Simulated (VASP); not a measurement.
# Cr (Im-3m) in VASP: density of states with PBE

Aim: the density of states of Cr with PBE.

All numbers are computed with VASP 6.6.1; they aren't measurements. Logs are shortened: lines on timing, memory, paths and dates and some standing lists are left out, and cuts for length are marked.

### Step 1. The cell of the first run

The structure is cubic, space group Im-3m (No. 229). The conventional cell has a = 2.866 Å, b = 2.866 Å, c = 2.866 Å, α = 90.00°, β = 90.00°, γ = 90.00°. Cr (site symmetry m-3m) has 14 Cr at 2.48 to 2.87 Å within 3.3 Å.

### Step 2. Density of states, PBE, collinear spin, antiferromagnetic start

File POSCAR:

```
Cr
1.0
    2.8664308390      0.0000000000      0.0000000000
    0.0000000000      2.8664308390      0.0000000000
    0.0000000000      0.0000000000      2.8664308390
Cr
2
Direct
    0.0000000000      0.0000000000      0.0000000000
    0.5000000000      0.5000000000      0.5000000000
```

File INCAR.step1:

```
ALGO = Normal
EDIFF = 1E-7
ENCUT = 520
GGA = PE
ISIF = 2
ISMEAR = 0
ISPIN = 2
LASPH = True
LCHARG = True
LMAXMIX = 4
LREAL = False
LWAVE = False
MAGMOM = 1.13 -1.13
NBANDS = 23
NELM = 150
PREC = Accurate
SIGMA = 0.05
```

File KPOINTS.step1:

```
k-points
0
Gamma
  16 16 16
```

File INCAR.step2:

```
ALGO = Normal
EDIFF = 1E-7
ENCUT = 520
GGA = PE
ICHARG = 11
ISIF = 2
ISMEAR = -5
ISPIN = 2
LASPH = True
LCHARG = False
LMAXMIX = 4
LORBIT = 11
LREAL = False
LWAVE = False
MAGMOM = 1.13 -1.13
NBANDS = 23
NEDOS = 2001
NELM = 150
PREC = Accurate
SIGMA = 0.05
```

File KPOINTS.step2:

```
k-points
0
Gamma
  24 24 24
```

Potentials or basis: VASP PAW PBE potentials, release 64 (Cr_pv).

Started as:

```bash
$ cat potpaw_PBE.64/Cr_pv/POTCAR > POTCAR
$ cp INCAR.step1 INCAR
$ cp KPOINTS.step1 KPOINTS
$ mpirun -np 1 vasp_std > vasp.out
$ cp INCAR.step2 INCAR
$ cp KPOINTS.step2 KPOINTS
$ mpirun -np 1 vasp_std > vasp.out
```

OUTCAR:

```text
EDIFF = 1E-7
   ENCUT = 520
   GGA = PE
   ICHARG = 11
   ISIF = 2
   ISMEAR = -5
   ISPIN = 2
   LASPH = True
   LORBIT = 11
   LREAL = False
   NELM = 150
   PREC = Accurate

 ion  position               nearest neighbor table
   1  0.000  0.000  0.000-   2 2.48   2 2.48   2 2.48   2 2.48   2 2.48   2 2.48   2 2.48   2 2.48

   2  0.500  0.500  0.500-   1 2.48   1 2.48   1 2.48   1 2.48   1 2.48   1 2.48   1 2.48   1 2.48

  LATTYP: Found a simple cubic cell.
 ALAT       =     2.8664308390

  Lattice vectors:

 A1 = (   2.8664308390,   0.0000000000,   0.0000000000)
 A2 = (   0.0000000000,   2.8664308390,   0.0000000000)
 A3 = (   0.0000000000,   0.0000000000,   2.8664308390)

Analysis of symmetry for initial positions (statically):
=====================================================================
 Subroutine PRICEL returns following result:

  LATTYP: Found a body centered cubic cell.
 ALAT       =     2.8664308390

  Lattice vectors:

 A1 = (   1.4332154195,   1.4332154195,  -1.4332154195)
 A2 = (  -1.4332154195,   1.4332154195,   1.4332154195)
 A3 = (   1.4332154195,  -1.4332154195,   1.4332154195)

   2 primitive cells build up your supercell.

 Routine SETGRP: Setting up the symmetry group for a
 simple cubic supercell.

 Subroutine GETGRP returns: Found 48 space group operations
 (whereof 48 operations were pure point group operations)
 out of a pool of 48 trial point group operations.

The static configuration has the point symmetry O_h .

Analysis of symmetry for dynamics (positions and initial velocities):
=====================================================================
 Subroutine PRICEL returns following result:

  LATTYP: Found a body centered cubic cell.
 ALAT       =     2.8664308390

  Lattice vectors:

 A1 = (   1.4332154195,   1.4332154195,  -1.4332154195)
 A2 = (  -1.4332154195,   1.4332154195,   1.4332154195)
 A3 = (   1.4332154195,  -1.4332154195,   1.4332154195)

   2 primitive cells build up your supercell.

 Routine SETGRP: Setting up the symmetry group for a
 simple cubic supercell.

 Subroutine GETGRP returns: Found 48 space group operations
 (whereof 48 operations were pure point group operations)
 out of a pool of 48 trial point group operations.

The dynamic configuration has the point symmetry O_h .

Analysis of structural, dynamic, and magnetic symmetry:
=====================================================================
 Subroutine PRICEL returns following result:

  LATTYP: Found a body centered cubic cell.
 ALAT       =     2.8664308390

  Lattice vectors:

 A1 = (   1.4332154195,   1.4332154195,  -1.4332154195)
 A2 = (  -1.4332154195,   1.4332154195,   1.4332154195)
 A3 = (   1.4332154195,  -1.4332154195,   1.4332154195)

   2 primitive cells build up your supercell.

 Routine SETGRP: Setting up the symmetry group for a
 simple cubic supercell.

 Subroutine GETGRP returns: Found 48 space group operations
 (whereof 48 operations were pure point group operations)
 out of a pool of 48 trial point group operations.

The overall configuration has the point symmetry O_h .

 Subroutine INISYM returns: Found 48 space group operations
 (whereof 48 operations are pure point group operations),
 and found     2 'primitive' translations

----------------------------------------------------------------------------------------

                                     Primitive cell

  volume of cell :      11.7759

  direct lattice vectors                    reciprocal lattice vectors
     1.433215419  1.433215420 -1.433215419     0.348865909  0.348865909  0.000000000
    -1.433215419  1.433215419  1.433215419    -0.000000000  0.348865909  0.348865909
     1.433215419 -1.433215419  1.433215420     0.348865909  0.000000000  0.348865909

  length of vectors
     2.482401925  2.482401925  2.482401925     0.493370900  0.493370900  0.493370900

  position of ions in fractional coordinates (direct lattice)
     0.000000000  0.000000000  0.000000000

  ion indices of the primitive-cell ions
   primitive index   ion index
                 1           1

----------------------------------------------------------------------------------------

 KPOINTS: k-points

Automatic generation of k-mesh.
 Grid dimensions read from file:
 generate k-points for:   24   24   24

 Generating k-lattice:

  Cartesian coordinates                     Fractional coordinates (reciprocal lattice)
     0.014536080  0.000000000  0.000000000     0.041666667  0.000000000  0.000000000
     0.000000000  0.014536080  0.000000000     0.000000000  0.041666667  0.000000000
     0.000000000  0.000000000  0.014536080     0.000000000  0.000000000  0.041666667

  Length of vectors
     0.014536080  0.014536080  0.014536080

  Shift w.r.t. Gamma in fractional coordinates (k-lattice)
     0.000000000  0.000000000  0.000000000

 TETIRR: Found   6890 inequivalent tetrahedra from    82944

 Subroutine IBZKPT returns following result:
 ===========================================

 Found    455 irreducible k-points:

 Following reciprocal coordinates:
            Coordinates               Weight
  0.000000  0.000000  0.000000      1.000000
  0.041667  0.000000  0.000000      6.000000
  0.083333  0.000000  0.000000      6.000000
  0.125000  0.000000  0.000000      6.000000
  0.166667  0.000000  0.000000      6.000000
  0.208333  0.000000  0.000000      6.000000
[... 16 lines left out ...]
  0.416667  0.041667  0.000000     24.000000
  0.458333  0.041667  0.000000     24.000000
 [... further k-points ...]
   k-points           NKPTS =    455   k-points in BZ     NKDIM =    455   number of bands    NBANDS=     23
   number of dos      NEDOS =   2001   number of ions     NIONS =      2
   total plane-waves  NPLWV =  13824
   dimension x,y,z NGX =    24 NGY =   24 NGZ =   24
   dimension x,y,z NGXF=    48 NGYF=   48 NGZF=   48
   ions per type =               2
   NGX,Y,Z   is equivalent  to a cutoff of  13.92, 13.92, 13.92 a.u.
   NGXF,Y,Z  is equivalent  to a cutoff of  27.84, 27.84, 27.84 a.u.
 SYSTEM =  unknown system
   PREC   = accura    normal or accurate (medium, high low for compatibility)
   ISTART =      0    job   : 0-new  1-cont  2-samecut
   ICHARG =     11    charge: 1-file 2-atom 10-const
   ISPIN  =      2    spin polarized calculation?
   LNONCOLLINEAR =      F non collinear calculations
   LSORBIT =      F    spin-orbit coupling
   LASPH  =      T    aspherical Exc in radial PAW
   ENCUT  =  520.0 eV  38.22 Ry    6.18 a.u.   5.33  5.33  5.33*2*pi/ulx,y,z
   NELM   =    150;   NELMIN=  2; NELMDL=  0     # of ELM steps
   EDIFF  = 0.1E-06   stopping-criterion for ELM
   LREAL  =      F    real-space projection
   EDIFFG = 0.1E-05   stopping-criterion for IOM
   NSW    =      0    number of steps for IOM
   IBRION =     -1    ionic relax: 0-MD 1-quasi-New 2-CG
   NFREE  =      0    steps in history (QN), initial steepest desc. (CG)
   ISIF   =      2    stress and relaxation
   ISYM   =      2    0-nonsym 1-usesym 2-fastsym
   POTIM  = 0.5000    time-step for ionic-motion
   TEBEG  =    0.0;   TEEND  =   0.0 temperature during run
   PSTRESS=    0.0 pullay stress
   NELECT =      24.0000    total number of electrons
   NUPDOWN=      -1.0000    fix difference up-down
   EMIN   =  10.00;   EMAX   =-10.00  energy-range for DOS
   EFERMI =   0.00;   METHOD = LEGACY
   ISMEAR =    -5;   SIGMA  =   0.05  broadening in eV -4-tet -1-fermi 0-gaus
   EFERMI_NEDOS =   21; number of points for ismear=-14 and -15
   IALGO  =     38    algorithm
   IMIX   =      4    mixing-type and parameters
     AMIX     =   0.40;   BMIX     =  1.00
     AMIX_MAG =   1.60;   BMIX_MAG =  1.00
  volume/ion in A,a.u.               =      11.78        79.47
  Fermi-wavevector in a.u.,A,eV,Ry     =   1.647418  3.113168 36.926017  2.713986
  Thomas-Fermi vector in A             =   2.736880
   LORBIT       =     11    0 simple, 1 ext, 2 COOP (PROOUT), +10 PAW based schemes
   GGA     = PE    functional components
   LHFCALC =     F    Hartree Fock is set to
   AEXX    =    0.0000 exact exchange contribution
   IVDW    =     0    specifies the selected vdW correction
   LEPSILON=     F    determine dielectric tensor
   LRPA    =     F    only Hartree local field effects (RPA)
 spin polarized calculation
 Fermi weights with tetrahedron method with Bloechl corrections
  energy-cutoff  :      520.00
  volume of cell :       23.55
 maximum number of plane-waves:       655
 NGX is ok and might be reduce to    24

 number of electron      23.9999978 magnetization       0.0000000

 Free energy of the ion-electron system (eV)
  ---------------------------------------------------
  ext. energy  EPLUGINS =         0.00000000
  ---------------------------------------------------
  free energy    TOTEN  =       -19.06144861 eV

  energy without entropy =      -19.06144861  energy(sigma->0) =      -19.06144861

 E-fermi :  10.6615     XC(G=0): -13.5428

 val. band max:       10.6807844336   @ k =   0.4583   0.4583   0.1250
 cond. band min:      10.6474885724   @ k =   0.4583   0.1250   0.0833
 fundamental gap:     -0.0332958612
 Fermi energy:        10.6615066423

 spin component 1

 k-point     1 :       0.0000    0.0000    0.0000
  band No.  band energies     occupation
      1     -32.8660      1.00000
      2     -32.8660      1.00000
      3     -32.8660      1.00000
      4     -31.5927      1.00000
      5     -31.5927      1.00000
      6     -31.5927      1.00000
[... 613 lines left out ...]
     22      28.0820      0.00000
     23      28.3065      0.00000

 [... further k-points ...]

 spin component 2

 k-point     1 :       0.0000    0.0000    0.0000
  band No.  band energies     occupation
      1     -32.8660      1.00000
      2     -32.8660      1.00000
      3     -32.8660      1.00000
      4     -31.5927      1.00000
      5     -31.5927      1.00000
      6     -31.5927      1.00000
[... 613 lines left out ...]
     22      28.0820      0.00000
     23      28.3065      0.00000

 [... further k-points ...]

------------------------ aborting loop because EDIFF is reached ----------------------------------------

  FORCE on cell =-STRESS in cart. coord.  units (eV):
  Direction    XX          YY          ZZ          XY          YZ          ZX
  --------------------------------------------------------------------------------------
  -------------------------------------------------------------------------------------
  Total       -0.0665190     -0.0665190     -0.0665190      0.0000000     -0.0000000     -0.0000000
  in kB       -4.5251357     -4.5251357     -4.5251357      0.0000000     -0.0000000     -0.0000000
  external PRESSURE =      -4.5251357 kB  Pullay stress =       0.0000000 kB

 VOLUME and BASIS-vectors are now :
 -----------------------------------------------------------------------------
  energy-cutoff  :      520.00
  volume of cell :       23.55
      direct lattice vectors                 reciprocal lattice vectors
     2.866430839  0.000000000  0.000000000     0.348865909  0.000000000  0.000000000
     0.000000000  2.866430839  0.000000000     0.000000000  0.348865909  0.000000000
     0.000000000  0.000000000  2.866430839     0.000000000  0.000000000  0.348865909

 POSITION                                       TOTAL-FORCE (eV/Angst)
 -----------------------------------------------------------------------------------
      0.00000      0.00000      0.00000         0.000000      0.000000      0.000000
      1.43322      1.43322      1.43322        -0.000000     -0.000000     -0.000000
 -----------------------------------------------------------------------------------
    total drift:                                0.000000      0.000000     -0.000000

  FREE ENERGIE OF THE ION-ELECTRON SYSTEM (eV)
  ---------------------------------------------------
  free  energy   TOTEN  =       -19.0614486103 eV

  energy  without entropy=      -19.0614486103  energy(sigma->0) =      -19.06144861

 total charge

# of ion       s       p       d       tot
------------------------------------------
    1        0.433   6.392   4.194  11.020
    2        0.433   6.392   4.194  11.020
--------------------------------------------------
tot          0.867  12.784   8.389  22.039

 magnetization (x)

# of ion       s       p       d       tot
------------------------------------------
    1        0.014   0.009   1.103   1.126
    2       -0.014  -0.009  -1.103  -1.126
--------------------------------------------------
tot          0.000   0.000   0.000   0.000
```

Wall time 9.5 min (1 thread of Oxide Virtual Turin-like, shared host); peak memory 0.41 GiB.

What came out:

```yaml
Net_moment: 0.00 μB per cell
Site_moments: Cr +1.13, -1.13 μB
Valence_electrons_inside_the_program's_atomic_spheres: Cr 11.02
```

Caveat: tetrahedron occupations give inexact forces and stress in metals.
